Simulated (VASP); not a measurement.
# InSb2 (P6/mmm) in VASP: a series of runs, part 2 of 2

VASP 6.6.1.

**4. Single point, PBE**

This run uses another cell than the first one, of 28.42 Å³/atom.

Input file INCAR:

```
ALGO = Normal
EDIFF = 1E-6
ENCUT = 520
GGA = PE
ISIF = 2
ISMEAR = 0
LASPH = True
LCHARG = False
LREAL = False
LWAVE = False
NBANDS = 18
NELM = 80
PREC = Accurate
SIGMA = 0.1
```

Input file KPOINTS:

```
k-points
0
Gamma
  12 12 12
```

Input file POSCAR:

```
InSb2
1.0
    5.5156032726      0.0000000000      0.0000000000
   -2.7578016363      4.7766525512      0.0000000000
    0.0000000000      0.0000000000      3.2363127952
In Sb
1 2
Direct
    0.0000000000      0.0000000000      0.0000000000
    0.6666666667      0.3333333333      0.5000000000
    0.3333333333      0.6666666667      0.5000000000
```

Potentials or basis: VASP PAW PBE potentials, release 64 (In_d, Sb).

On the command line:

```sh
cat potpaw_PBE.64/In_d/POTCAR potpaw_PBE.64/Sb/POTCAR > POTCAR
mpirun -np 1 vasp_std > vasp.out
```

OUTCAR:

```text
EDIFF = 1E-6
   ENCUT = 520
   GGA = PE
   ISIF = 2
   ISMEAR = 0
   LASPH = True
   LREAL = False
   NELM = 80
   PREC = Accurate

 ion  position               nearest neighbor table
   1  0.000  0.000  0.000-   2 3.57   3 3.57   2 3.57   3 3.57   3 3.57   3 3.57   2 3.57   2 3.57
                             2 3.57   2 3.57   3 3.57   3 3.57
   2  0.667  0.333  0.500-   3 3.18   3 3.18   3 3.18   1 3.57   1 3.57   1 3.57   1 3.57   1 3.57
                             1 3.57
   3  0.333  0.667  0.500-   2 3.18   2 3.18   2 3.18   1 3.57   1 3.57   1 3.57   1 3.57   1 3.57
                             1 3.57

  LATTYP: Found a hexagonal cell.
 ALAT       =     5.5156032726
 C/A-ratio  =     0.5867559060

  Lattice vectors:

 A1 = (   5.5156032726,   0.0000000000,   0.0000000000)
 A2 = (  -2.7578016363,   4.7766525512,   0.0000000000)
 A3 = (   0.0000000000,   0.0000000000,   3.2363127952)

Analysis of symmetry for initial positions (statically):
=====================================================================
 Subroutine PRICEL returns:
 Original cell was already a primitive cell.

[... 166 lines left out ...]
  ext. energy  EPLUGINS =         0.00000000
  ---------------------------------------------------
  free energy    TOTEN  =       -10.58251211 eV

  energy without entropy =      -10.57178303  energy(sigma->0) =      -10.57714757

 E-fermi :   7.4592     XC(G=0):  -9.9245

 val. band max:        7.4494846388   @ k =   0.0833   0.0833   0.3333
 cond. band min:       7.4629801326   @ k =   0.5000   0.0000   0.1667
 fundamental gap:      0.0134954938
 Fermi energy:         7.4592378430

 k-point     1 :       0.0000    0.0000    0.0000
  band No.  band energies     occupation
      1      -7.2572      2.00000
      2      -7.0590      2.00000
      3      -7.0590      2.00000
      4      -6.9628      2.00000
      5      -6.9628      2.00000
      6      -4.4738      2.00000
[... 481 lines left out ...]
      5      -6.9742      2.00000
      6      -3.7751      2.00000
[... 10 lines left out ...]
     17      14.3627      0.00000
     18      15.4589      0.00000

 [... further k-points ...]
[... 5 lines left out ...]
  --------------------------------------------------------------------------------------
  -------------------------------------------------------------------------------------
  Total       -0.0307913     -0.0307913     -0.0442430      0.0000000      0.0000000      0.0000000
  in kB       -0.5785915     -0.5785915     -0.8313584      0.0000000      0.0000000      0.0000000
  external PRESSURE =      -0.6628472 kB  Pullay stress =       0.0000000 kB

 VOLUME and BASIS-vectors are now :
 -----------------------------------------------------------------------------
  energy-cutoff  :      520.00
  volume of cell :       85.26
      direct lattice vectors                 reciprocal lattice vectors
     5.515603273  0.000000000  0.000000000     0.181303830  0.104675815  0.000000000
    -2.757801636  4.776652551  0.000000000     0.000000000  0.209351631  0.000000000
     0.000000000  0.000000000  3.236312795     0.000000000  0.000000000  0.308993618

 POSITION                                       TOTAL-FORCE (eV/Angst)
 -----------------------------------------------------------------------------------
      0.00000      0.00000      0.00000        -0.000000      0.000000      0.000000
      2.75780      1.59222      1.61816        -0.000000      0.000000      0.000000
     -0.00000      3.18444      1.61816         0.000000     -0.000000      0.000000
 -----------------------------------------------------------------------------------
    total drift:                               -0.000000      0.000000     -0.000000

  FREE ENERGIE OF THE ION-ELECTRON SYSTEM (eV)
  ---------------------------------------------------
  free  energy   TOTEN  =       -10.5825121137 eV

  energy  without entropy=      -10.5717830261  energy(sigma->0) =      -10.57714757
```

stdout:

```text
POSCAR found type information on POSCAR InSb
 POSCAR found :  2 types and       3 ions
 scaLAPACK will be used
 LDA part: xc-table for (Slater+PW92), standard interpolation
 POSCAR, INCAR and KPOINTS ok, starting setup
 FFT: planning ... GRIDC
 FFT: planning ... GRID_SOFT
 FFT: planning ... GRID
 WAVECAR not read
 entering main loop
```

Wall time 66 s (1 thread of Intel Xeon 6975P-C (Granite Rapids), shared host); peak memory 0.34 GiB.

What came out:

```
Free energy            : -10.5825 eV
Pressure               : -0.1 GPa
Band gap on the k mesh : zero (an odd number of electrons rules out a gap without spin polarisation)
```

Caveat: spin-orbit coupling is left out, which moves the levels of the heavy elements.

**5. Relaxation of cell and atoms, PBE**

Input file INCAR:

```
SYSTEM = InSb2
ALGO = Normal
EDIFF = 1E-6
EDIFFG = -0.01
ENCUT = 600
GGA = PE
IBRION = 2
ISIF = 3
ISMEAR = 0
LASPH = .True.
LCHARG = .False.
LREAL = .False.
LWAVE = .False.
NELM = 80
NSW = 100
PREC = Accurate
SIGMA = 0.1
```

Input file KPOINTS:

```
k-points
0
Gamma
  12 12 12
  0 0 0
```

Input file POSCAR:

```
InSb2
1.0
    5.1655147400      0.0000000000      0.0000000000
   -2.5827573700      4.4734669900      0.0000000000
    0.0000000000      0.0000000000      3.6586363100
In Sb
1 2
Direct
    0.0000000000      0.0000000000      0.0000000000
    0.6666666700      0.3333333300      0.5000000000
    0.3333333300      0.6666666700      0.5000000000
```

On the command line:

```sh
cat potpaw_PBE.64/In_d/POTCAR potpaw_PBE.64/Sb/POTCAR > POTCAR
mpirun -np 1 vasp_std > vasp.out
```

Run time: 11 min. Hardware: 1 thread of Intel Xeon 6975P-C (Granite Rapids), shared host; peak memory 0.4 GiB.

It converged, with:

- Free energy: -10.5819 eV
- Relaxed volume: 28.38 Å³/atom
- Relaxed cell: a = 5.514 Å, b = 5.514 Å, c = 3.234 Å, α = 90.00°, β = 90.00°, γ = 120.00°
- Space group after relaxing (to 0.1 Å): P6/mmm (No. 191)
- Energy gained by relaxing: 85.1 meV/atom
- Ionic steps: 14
- Pressure after relaxing: 0.0 GPa
- Band gap on the k mesh: zero (an odd number of electrons rules out a gap without spin polarisation)

Step by step:
| step | energy change (eV) | largest force (eV/Å) | pressure (GPa) | volume (Å³) |
| --- | --- | --- | --- | --- |
| 1 | 0.0000 | 0.0000 | 2.26 | 84.54 |
| 2 | -0.0917 | 0.0000 | -0.90 | 89.45 |
| 3 | -0.1006 | 0.0000 | -2.11 | 91.89 |
| 4 | -0.1763 | 0.0000 | -2.42 | 91.19 |
| 5 | -0.2028 | 0.0000 | -2.42 | 90.71 |
| 6 | -0.2196 | 0.0000 | -2.10 | 89.57 |
| 7 | -0.2505 | 0.0000 | 0.27 | 84.59 |
| 8 | -0.2508 | 0.0000 | 0.01 | 85.05 |
| 9 | -0.2527 | 0.0000 | 0.02 | 85.05 |
| 10 | -0.2552 | 0.0000 | 0.08 | 85.02 |
| 11 | -0.2552 | 0.0000 | 0.09 | 85.02 |
| 12 | -0.2552 | 0.0000 | 0.08 | 85.02 |
| 13 | -0.2552 | 0.0000 | -0.06 | 85.28 |
| 14 | -0.2553 | 0.0000 | 0.00 | 85.15 |

Final structure:
```
In Sb
1.0
     5.51357    0.00000    0.00000
    -2.75679    4.77489    0.00000
     0.00000    0.00000    3.23442
In Sb
1 2
Direct
  0.00000 0.00000 0.00000
  0.66667 0.33333 0.50000
  0.33333 0.66667 0.50000
```

Levels at points of the mesh, in eV from the Fermi level:
| k point | band 10 | band 11 | band 12 | band 13 | band 14 | band 15 |
| --- | --- | --- | --- | --- | --- | --- |
| (0.00, 0.00, 0.00) | -3.64 | -2.30 | -2.30 | 2.44 | 5.56 | 6.63 |
| (0.50, 0.00, 0.00) | -0.08 | 0.15 | 1.51 | 2.67 | 3.47 | 3.56 |
| (0.00, 0.00, 0.50) | -1.94 | -1.94 | -0.59 | -0.21 | 1.02 | 1.02 |
| (0.50, 0.00, 0.50) | -2.64 | -2.54 | -2.11 | 1.01 | 2.32 | 2.55 |

Caveat: spin-orbit coupling is left out, which moves the levels of the heavy elements.

**6. Summary**

| task | cell | k mesh | cutoff (eV) | smearing | gap on the mesh (eV) | pressure (GPa) |
| --- | --- | --- | --- | --- | --- | --- |
| single point | a = 5.166, b = 5.166, c = 3.659 Å, angles 90.0, 90.0, 120.0°, 3 atoms, atomic positions A | 6 × 6 × 6 | 520 | gaussian 0.1 eV | none | 2.4 |
| single point | a = 3.236, b = 5.516, c = 9.553 Å, 6 atoms, atomic positions B | 6 × 4 × 2 | 520 | gaussian 0.2 eV | none | 0.0 |
| single point | a = 5.516, b = 5.516, c = 3.236 Å, angles 90.0, 90.0, 120.0°, 3 atoms, atomic positions A | 12 × 12 × 12 | 520 | gaussian 0.1 eV | none | -0.1 |
| relaxation of cell and atoms | relaxed from a = 5.166, b = 5.166, c = 3.659 Å, angles 90.0, 90.0, 120.0°, 3 atoms, atomic positions A | 12 × 12 × 12 | 600 | gaussian 0.1 eV | none | 0.0 |

Alike in all rows: level PBE; potentials or basis VASP PAW PBE potentials, release 64 (In_d, Sb); no spin polarisation.

Caveats: spin-orbit coupling is left out, which moves the levels of the heavy elements.

Absolute energies hang on the potentials; compare differences alone.
